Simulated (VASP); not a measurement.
# MoS2 (R3m) in VASP: further runs

The runs below take MoS2 through single point, with PBEsol.

All numbers are computed with VASP 6.6.1; they aren't measurements. Logs are shortened: lines on timing, memory, paths and dates and some standing lists are left out, and cuts for length are marked.

## Step 1: The cell of the first run

It takes space group R3m (No. 160, trigonal). Conventional cell: a = 3.106 Å, b = 3.106 Å, c = 18.137 Å, α = 90.00°, β = 90.00°, γ = 120.00°. Mo (site symmetry 3m) has 6 S at 2.35 Å and 6 Mo at 3.11 Å within 3.2 Å. Within 3.2 Å of S (site symmetry 3m) lie 3 Mo at 2.35 Å and 7 S at 3.03 to 3.11 Å. S (site symmetry 3m) has 3 Mo at 2.35 Å and 7 S at 3.03 to 3.11 Å within 3.2 Å.

## Step 2: Single point, PBEsol

Input file INCAR:

```
PREC     = Accurate       # precision mode
ENCUT    = 520            # plane-wave cutoff, eV
EDIFF    = 1E-6           # SCF threshold, eV
ISMEAR   = 1              # smearing method
SIGMA    = 0.1            # smearing width, eV
LREAL    = F              # projectors in reciprocal space
LASPH    = T              # aspherical terms in the spheres
NELM     = 60             # most SCF steps
ALGO     = Normal         # electronic algorithm
ISIF     = 2              # what is computed and relaxed
LWAVE    = F              # write WAVECAR
LCHARG   = F              # write CHGCAR
GGA      = PS             # functional
NBANDS   = 20             # bands
```

Input file KPOINTS:

```
regular mesh
0
Gamma
  11 11 11
```

Input file POSCAR:

```
MoS2
1.0
    1.5532151645      0.8967487752      6.0457425708
   -1.5532151645      0.8967487752      6.0457425708
    0.0000000000     -1.7934985335      6.0457425708
Mo S
1 2
Direct
    0.0000000000      0.0000000000      0.0000000000
    0.2500000000      0.2500000000      0.2500000000
    0.4170000000      0.4170000000      0.4170000000
```

Potentials or basis: VASP PAW PBE potentials, release 64 (Mo_sv, S).

Launch:

```bash
cat potpaw_PBE.64/Mo_sv/POTCAR potpaw_PBE.64/S/POTCAR > POTCAR
mpirun -np 1 vasp_std > vasp.out
```

OUTCAR:

```text
PREC = Accurate
   ENCUT = 520
   EDIFF = 1E-6
   ISMEAR = 1
   LREAL = F
   LASPH = T
   NELM = 60
   ISIF = 2
   GGA = PS

 ion  position               nearest neighbor table
   1  0.000  0.000  0.000-   2 2.35   2 2.35   2 2.35   3 2.35   3 2.35   3 2.35
   2  0.250  0.250  0.250-   1 2.35   1 2.35   1 2.35
   3  0.417  0.417  0.417-   1 2.35   1 2.35   1 2.35

  LATTYP: Found a trigonal (rhomboedric) cell.
 ALAT       =     6.3061588107
 COS(alpha) =     0.8786713312

  Lattice vectors:

 A1 = (   1.5532151645,   0.8967487752,   6.0457425708)
 A2 = (  -1.5532151645,   0.8967487752,   6.0457425708)
 A3 = (   0.0000000000,  -1.7934985335,   6.0457425708)

Analysis of symmetry for initial positions (statically):
=====================================================================
 Subroutine PRICEL returns:
 Original cell was already a primitive cell.

 Routine SETGRP: Setting up the symmetry group for a
 trigonal (rhombohedral) supercell.

 Subroutine GETGRP returns: Found  6 space group operations
 (whereof  6 operations were pure point group operations)
 out of a pool of 12 trial point group operations.

The static configuration has the point symmetry C_3v.

Analysis of symmetry for dynamics (positions and initial velocities):
=====================================================================
 Subroutine PRICEL returns:
 Original cell was already a primitive cell.

 Routine SETGRP: Setting up the symmetry group for a
 trigonal (rhombohedral) supercell.

 Subroutine GETGRP returns: Found  6 space group operations
 (whereof  6 operations were pure point group operations)
 out of a pool of 12 trial point group operations.

The dynamic configuration has the point symmetry C_3v.

 Subroutine INISYM returns: Found  6 space group operations
 (whereof  6 operations are pure point group operations),
 and found     1 'primitive' translations

----------------------------------------------------------------------------------------

                                     Primitive cell

  volume of cell :      50.5247

  direct lattice vectors                    reciprocal lattice vectors
     1.553215165  0.896748775  6.045742571     0.321912901  0.185856519  0.055135228
    -1.553215165  0.896748775  6.045742571    -0.321912901  0.185856519  0.055135228
     0.000000000 -1.793498533  6.045742571     0.000000000 -0.371713038  0.055135198

  length of vectors
     6.306158811  6.306158811  6.306158912     0.375779796  0.375779796  0.375779819

  position of ions in fractional coordinates (direct lattice)
     0.000000000  0.000000000  0.000000000
     0.250000000  0.250000000  0.250000000
     0.417000000  0.417000000  0.417000000

  ion indices of the primitive-cell ions
   primitive index   ion index
                 1           1
                 2           2
                 3           3

----------------------------------------------------------------------------------------

 KPOINTS: regular mesh

Automatic generation of k-mesh.
 Grid dimensions read from file:
 generate k-points for:   11   11   11

 Generating k-lattice:

  Cartesian coordinates                     Fractional coordinates (reciprocal lattice)
     0.029264809  0.016896047  0.005012293     0.090909091 -0.000000000  0.000000000
    -0.029264809  0.016896047  0.005012293    -0.000000000  0.090909091  0.000000000
     0.000000000 -0.033792094  0.005012291     0.000000000  0.000000000  0.090909091

  Length of vectors
     0.034161800  0.034161800  0.034161802

  Shift w.r.t. Gamma in fractional coordinates (k-lattice)
     0.000000000  0.000000000  0.000000000

 Subroutine IBZKPT returns following result:
 ===========================================

 Found    146 irreducible k-points:

 Following reciprocal coordinates:
            Coordinates               Weight
  0.000000  0.000000  0.000000      1.000000
  0.090909  0.000000 -0.000000      6.000000
  0.181818  0.000000  0.000000      6.000000
  0.272727  0.000000  0.000000      6.000000
  0.363636  0.000000  0.000000      6.000000
  0.454545  0.000000  0.000000      6.000000
[... 16 lines left out ...]
 -0.272727  0.181818 -0.000000     12.000000
 -0.181818  0.181818  0.000000      6.000000
 [... further k-points ...]
   k-points           NKPTS =    146   k-points in BZ     NKDIM =    146   number of bands    NBANDS=     20
   number of dos      NEDOS =    301   number of ions     NIONS =      3
   total plane-waves  NPLWV = 110592
   dimension x,y,z NGX =    48 NGY =   48 NGZ =   48
   dimension x,y,z NGXF=    96 NGYF=   96 NGZF=   96
   ions per type =               1   2
   NGX,Y,Z   is equivalent  to a cutoff of  12.65, 12.65, 12.65 a.u.
   NGXF,Y,Z  is equivalent  to a cutoff of  25.31, 25.31, 25.31 a.u.
 SYSTEM =  unknown system
   PREC   = accura    normal or accurate (medium, high low for compatibility)
   ISTART =      0    job   : 0-new  1-cont  2-samecut
   ICHARG =      2    charge: 1-file 2-atom 10-const
   ISPIN  =      1    spin polarized calculation?
   LNONCOLLINEAR =      F non collinear calculations
   LSORBIT =      F    spin-orbit coupling
   LASPH  =      T    aspherical Exc in radial PAW
   ENCUT  =  520.0 eV  38.22 Ry    6.18 a.u.  11.73 11.73 11.73*2*pi/ulx,y,z
   NELM   =     60;   NELMIN=  2; NELMDL= -5     # of ELM steps
   EDIFF  = 0.1E-05   stopping-criterion for ELM
   LREAL  =      F    real-space projection
   EDIFFG = 0.1E-04   stopping-criterion for IOM
   NSW    =      0    number of steps for IOM
   IBRION =     -1    ionic relax: 0-MD 1-quasi-New 2-CG
   NFREE  =      0    steps in history (QN), initial steepest desc. (CG)
   ISIF   =      2    stress and relaxation
   ISYM   =      2    0-nonsym 1-usesym 2-fastsym
   POTIM  = 0.5000    time-step for ionic-motion
   TEBEG  =    0.0;   TEEND  =   0.0 temperature during run
   PSTRESS=    0.0 pullay stress
   NELECT =      26.0000    total number of electrons
   NUPDOWN=      -1.0000    fix difference up-down
   EMIN   =  10.00;   EMAX   =-10.00  energy-range for DOS
   EFERMI =   0.00;   METHOD = LEGACY
   ISMEAR =     1;   SIGMA  =   0.10  broadening in eV -4-tet -1-fermi 0-gaus
   EFERMI_NEDOS =   21; number of points for ismear=-14 and -15
   IALGO  =     38    algorithm
   IMIX   =      4    mixing-type and parameters
     AMIX     =   0.40;   BMIX     =  1.00
     AMIX_MAG =   1.60;   BMIX_MAG =  1.00
  volume/ion in A,a.u.               =      16.84       113.65
  Fermi-wavevector in a.u.,A,eV,Ry     =   1.311892  2.479117 23.416455  1.721061
  Thomas-Fermi vector in A             =   2.442322
   LORBIT       =      0    0 simple, 1 ext, 2 COOP (PROOUT), +10 PAW based schemes
   GGA     = PS    functional components
   LHFCALC =     F    Hartree Fock is set to
   AEXX    =    0.0000 exact exchange contribution
   IVDW    =     0    specifies the selected vdW correction
   LEPSILON=     F    determine dielectric tensor
   LRPA    =     F    only Hartree local field effects (RPA)
 non-spin polarized calculation
 Methfessel and Paxton  Order N= 1 SIGMA  =   0.10
  energy-cutoff  :      520.00
  volume of cell :       50.52
 maximum number of plane-waves:      1375
   NGX = 23   NGY = 23   NGZ = 23

 number of electron      26.0000001 magnetization

 Free energy of the ion-electron system (eV)
  ---------------------------------------------------
  ext. energy  EPLUGINS =         0.00000000
  ---------------------------------------------------
  free energy    TOTEN  =       -23.36668800 eV

  energy without entropy =      -23.36670470  energy(sigma->0) =      -23.36669357

 E-fermi :   8.3850     XC(G=0): -11.2579

 val. band max:        8.3096782752   @ k =   0.4545   0.4545   0.4545
 cond. band min:       9.1628431891   @ k =  -0.1818   0.1818   0.0000
 fundamental gap:      0.8531649139
 Fermi energy:         8.3850235761

 k-point     1 :       0.0000    0.0000    0.0000
  band No.  band energies     occupation
      1     -53.1785      2.00000
      2     -27.4404      2.00000
      3     -27.1369      2.00000
      4     -27.1369      2.00000
      5      -7.2088      2.00000
      6      -5.2823      2.00000
[... 12 lines left out ...]
     19      16.4983      0.00000
     20      16.8547      0.00000

 k-point     2 :       0.0909    0.0000   -0.0000
  band No.  band energies     occupation
      1     -53.1743      2.00000
      2     -27.4321      2.00000
      3     -27.1781      2.00000
      4     -27.1461      2.00000
      5      -7.0673      2.00000
      6      -5.2449      2.00000
[... 12 lines left out ...]
     19      16.8733      0.00000
     20      17.0878      0.00000

 k-point     3 :       0.1818    0.0000    0.0000
  band No.  band energies     occupation
      1     -53.1628      2.00000
      2     -27.4098      2.00000
      3     -27.2873      2.00000
      4     -27.1707      2.00000
      5      -6.6679      2.00000
      6      -5.1390      2.00000
[... 12 lines left out ...]
     19      16.9250      0.00000
     20      17.4170      0.00000

 k-point     4 :       0.2727    0.0000    0.0000
  band No.  band energies     occupation
      1     -53.1477      2.00000
      2     -27.4276      2.00000
      3     -27.3804      2.00000
      4     -27.2026      2.00000
      5      -6.0876      2.00000
      6      -4.9862      2.00000
[... 12 lines left out ...]
     19      16.3215      0.00000
     20      17.0799      0.00000

 k-point     5 :       0.3636    0.0000    0.0000
  band No.  band energies     occupation
      1     -53.1339      2.00000
      2     -27.5540      2.00000
      3     -27.3533      2.00000
      4     -27.2319      2.00000
      5      -5.4680      2.00000
      6      -4.8296      2.00000
[... 12 lines left out ...]
     19      15.4364      0.00000
     20      15.9933      0.00000
[... 353 lines left out ...]
      6      -4.6576      2.00000
[... 12 lines left out ...]
     19      16.6780      0.00000
     20      17.1487      0.00000

 k-point    22 :      -0.3636    0.1818   -0.0000
  band No.  band energies     occupation
      1     -53.1218      2.00000
      2     -27.5843      2.00000
      3     -27.3387      2.00000
      4     -27.3298      2.00000
      5      -4.8514      2.00000
      6      -4.6431      2.00000
[... 12 lines left out ...]
     19      16.5605      0.00000
     20      17.2128      0.00000

 k-point    23 :      -0.2727    0.1818   -0.0000
  band No.  band energies     occupation
      1     -53.1288      2.00000
      2     -27.5404      2.00000
      3     -27.3434      2.00000
      4     -27.3050      2.00000
      5      -5.2404      2.00000
      6      -4.7282      2.00000
[... 12 lines left out ...]
     19      16.3181      0.00000
     20      17.2670      0.00000

 k-point    24 :      -0.1818    0.1818    0.0000
  band No.  band energies     occupation
      1     -53.1404      2.00000
      2     -27.4624      2.00000
      3     -27.3662      2.00000
      4     -27.2514      2.00000
      5      -5.7947      2.00000
      6      -4.8759      2.00000
[... 12 lines left out ...]
     19      16.6693      0.00000
     20      17.5321      0.00000

 [... further k-points ...]

------------------------ aborting loop because EDIFF is reached ----------------------------------------

  FORCE on cell =-STRESS in cart. coord.  units (eV):
  Direction    XX          YY          ZZ          XY          YZ          ZX
  --------------------------------------------------------------------------------------
  -------------------------------------------------------------------------------------
  Total        2.5073257      2.5073252      3.7579372      0.0000000     -0.0000002      0.0000000
  in kB       79.5092865     79.5092704    119.1671691      0.0000000     -0.0000065      0.0000000
  external PRESSURE =      92.7285753 kB  Pullay stress =       0.0000000 kB

 VOLUME and BASIS-vectors are now :
 -----------------------------------------------------------------------------
  energy-cutoff  :      520.00
  volume of cell :       50.52
      direct lattice vectors                 reciprocal lattice vectors
     1.553215165  0.896748775  6.045742571     0.321912901  0.185856519  0.055135228
    -1.553215165  0.896748775  6.045742571    -0.321912901  0.185856519  0.055135228
     0.000000000 -1.793498533  6.045742571     0.000000000 -0.371713038  0.055135198

 POSITION                                       TOTAL-FORCE (eV/Angst)
 -----------------------------------------------------------------------------------
      0.00000      0.00000      0.00000         0.000000     -0.000000      0.096144
      0.00000     -0.00000      4.53431         0.000000      0.000000     -1.201660
      0.00000     -0.00000      7.56322         0.000000     -0.000000      1.105516
 -----------------------------------------------------------------------------------
    total drift:                                0.000000     -0.000003      0.000038

  FREE ENERGIE OF THE ION-ELECTRON SYSTEM (eV)
  ---------------------------------------------------
  free  energy   TOTEN  =       -23.3666880048 eV

  energy  without entropy=      -23.3667047043  energy(sigma->0) =      -23.36669357
```

Wall time 13 min (1 thread of Intel Xeon 8259CL, shared host); peak memory 0.4 GiB.

Results:

```yaml
Free_energy: -23.3667 eV
Pressure: 9.3 GPa
Largest_force: 1.202 eV/Å
Band_gap_on_the_k_mesh: 0.85 eV (least direct gap 2.03 eV)
```

Forces in eV/Å, atoms in the order of the input:
```
Mo   0.000  0.000  0.096
S    0.000  0.000 -1.202
S    0.000  0.000  1.106
```

Levels at points of the mesh, in eV from the valence-band top:
| k point | band 9 | band 10 | band 11 | band 12 | band 13 | band 14 | band 15 | band 16 | band 17 | band 18 |
| --- | --- | --- | --- | --- | --- | --- | --- | --- | --- | --- |
| (0.00, 0.00, 0.00) | -3.74 | -2.50 | -2.50 | -1.40 | -1.29 | 2.09 | 2.09 | 2.62 | 2.62 | 5.57 |

Caveat: the cell stands under pressure; the PAW data sets were made with another functional, which shifts forces and pressure a little; an odd mesh through Γ misses points on the zone boundary, where band edges can lie.

## Step 3: Single point, PBEsol

This run uses another cell than the first one, of 17.28 Å³/atom.

Input file INCAR:

```
SYSTEM = MoS2
  PREC = Accurate
  ENCUT = 520
  EDIFF = 1E-6
  ISMEAR = 1
  SIGMA = 0.1
  LREAL = .False.
  LASPH = .True.
  NELM = 60
  ALGO = Normal
  ISIF = 2
  LWAVE = .False.
  LCHARG = .False.
  GGA = PS
  NBANDS = 20
```

Input file KPOINTS:

```
Automatic mesh
0
Gamma
  11 11 11
  0 0 0
```

Input file POSCAR:

```
MoS2
1.0
    1.5667220613      0.9045469821      6.0983168842
   -1.5667220613      0.9045469821      6.0983168842
    0.0000000000     -1.8090949558      6.0983168842
Mo S
1 2
Direct
    0.0000000000      0.0000000000      0.0000000000
    0.2500000000      0.2500000000      0.2500000000
    0.4170000000      0.4170000000      0.4170000000
```

Potentials or basis: VASP PAW PBE potentials, release 64 (Mo_sv, S).

Launch:

```bash
cat potpaw_PBE.64/Mo_sv/POTCAR potpaw_PBE.64/S/POTCAR > POTCAR
mpirun -np 1 vasp_std > vasp.out
```

Run time: 13 min. Hardware: 1 thread of Intel Xeon 8259CL, shared host; peak memory 0.41 GiB.

It converged, with:

```
Free energy            : -23.4240 eV
Pressure               : 4.5 GPa
Largest force          : 0.708 eV/Å
Band gap on the k mesh : 0.88 eV (least direct gap 1.96 eV)
```

Forces in eV/Å, atoms in the order of the input:
```
Mo   0.000  0.000  0.091
S    0.000  0.000 -0.708
S    0.000  0.000  0.618
```

Stress tensor (GPa, compression positive):
```
3.35 0.00 0.00
0.00 3.35 0.00
0.00 0.00 6.79
```

Levels at points of the mesh, in eV from the valence-band top:
| k point | band 11 | band 12 | band 13 | band 14 | band 15 | band 16 |
| --- | --- | --- | --- | --- | --- | --- |
| (0.00, 0.00, 0.00) | -2.42 | -1.32 | -1.25 | 2.06 | 2.06 | 2.54 |

Caveat: the cell stands under pressure; the PAW data sets were made with another functional, which shifts forces and pressure a little; an odd mesh through Γ misses points on the zone boundary, where band edges can lie.
